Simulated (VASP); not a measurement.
GaN: single point with LDA

GaN:

```xyz
2
Lattice="0.0000 2.2391 2.2391 2.2391 0.0000 2.2391 2.2391 2.2391 0.0000" Properties=species:S:1:pos:R:3 pbc="T T T"
Ga    0.0000    0.0000    0.0000
N     3.3586    3.3586    3.3586
```

```
Program             : VASP 6.6.1
Task                : single point
Functional          : LDA
Potentials or basis : VASP PAW LDA potentials, release 64 (Ga_d, N_h)
Cutoff              : 910 eV
k mesh              : 10 × 10 × 10
Occupations         : gaussian, width 0.01 eV
Spin                : no spin polarisation
```

```yaml
Pressure: -2.2 GPa
Band_gap_on_the_k_mesh: 1.87 eV, direct
```

Levels at points of the mesh, in eV from the valence-band top:
```
           k point  band 5  band 6  band 7  band 8  band 9  band 10  band 11  band 12  band 13  band 14
(0.00, 0.00, 0.00)  -13.23  -13.23    0.00    0.00    0.00     1.87    10.23    10.23    10.23    17.57
(0.50, 0.00, 0.00)  -13.18  -11.85   -7.25   -1.00   -1.00     4.68     8.69    10.31    10.31    15.56
(0.50, 0.50, 0.00)  -13.15  -11.38   -6.28   -2.80   -2.80     3.25     6.60    11.64    13.96    13.96
```

Wall time 13 s on 1 thread of Intel(R) Xeon(R) 6975P-C (Granite Rapids) (shared host), peak memory 0.17 GiB.

Caveat: the cutoff is under 1.25 times the usual one of these potentials, so pressure, stress and relaxed cells hold a basis-set (Pulay) error. A hybrid or GW would open this gap; LDA tends to underestimate it.
